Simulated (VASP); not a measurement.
Crystal: MnO2.

```
Mn O
1.0
     2.85658    0.00000    0.00000
    -1.42829    2.47387    0.00000
     0.00000    0.00000    4.60137
Mn O
1 2
Direct
  0.00000 0.00000 0.50000
  0.66667 0.33333 0.29371
  0.33333 0.66667 0.70629
```

Base run:

```yaml
Program: VASP 6.6.1
Functional: PBE
Potentials_or_basis: VASP PAW PBE potentials, release 64 (Mn_pv, O)
Cutoff: 520 eV
k_mesh: 12 × 12 × 6
Occupations: gaussian, width 0.05 eV
Spin: collinear spin, ferromagnetic start
Starting_moments: "[4.0, 0.0, 0.0] μB"
```

Its results: band gap on the k mesh 0.81 eV, indirect (least direct gap 0.87 eV); pressure 5.7 GPa; net moment 3.00 μB per cell; site moments Mn +2.83; O +0.04 μB; largest force 0.310 eV/Å.

Problem. The run is repeated on the same cell with these changes: functional from PBE to r2SCAN; moments at the start from [4.0, 0.0, 0.0] to [2.49, 0.05, 0.05]. What comes out?

Solution. Band gap on the k mesh 1.88 eV, indirect (least direct gap 1.99 eV); pressure 0.3 GPa; net moment 3.00 μB per cell; site moments Mn +2.93; O +0.01 μB; largest force 0.005 eV/Å.

Caveats: a cell with one magnetic atom can't hold antiferromagnetic order, which such compounds often take; the PAW data sets were made with another functional, which shifts forces and pressure a little (some runs).

A k mesh can miss the band edges.
